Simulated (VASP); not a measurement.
**BaO (rock salt type): single point with PBE**

BaO (rock salt type):

```
Ba O
1.0
     0.00000    2.82331    2.82331
     2.82331    0.00000    2.82331
     2.82331    2.82331    0.00000
Ba O
1 1
Direct
  0.00000 0.00000 0.00000
  0.50000 0.50000 0.50000
```

```yaml
Program: VASP 6.6.1
Task: single point
Functional: PBE
Potentials_or_basis: VASP PAW PBE potentials, release 64 (Ba_sv, O)
Cutoff: 600 eV
k_mesh: 34 × 34 × 34
Occupations: fermi-dirac, width 0.0612256 eV
Spin: no spin polarisation
```

```yaml
Pressure: -1.2 GPa
Band_gap_on_the_k_mesh: 2.15 eV
```

Levels at points of the mesh, in eV from the valence-band top:
| k point | band 5 | band 6 | band 7 | band 8 | band 9 | band 10 | band 11 | band 12 |
| --- | --- | --- | --- | --- | --- | --- | --- | --- |
| (0.00, 0.00, 0.00) | -10.54 | -0.20 | -0.20 | -0.20 | 3.31 | 4.71 | 4.71 | 4.71 |
| (0.50, 0.00, 0.00) | -10.65 | -1.78 | -1.23 | -1.23 | 4.86 | 6.98 | 6.98 | 7.87 |
| (0.50, 0.50, 0.00) | -11.03 | -0.08 | -0.08 | 0.00 | 2.15 | 5.75 | 8.63 | 9.04 |

Wall time 17 min on 1 thread of Oxide Virtual Turin-like Processor, on a shared host, peak memory 0.87 GiB.

Caveat: spin-orbit coupling is left out, which moves the levels of the heavy elements. A k mesh can miss the band edges.
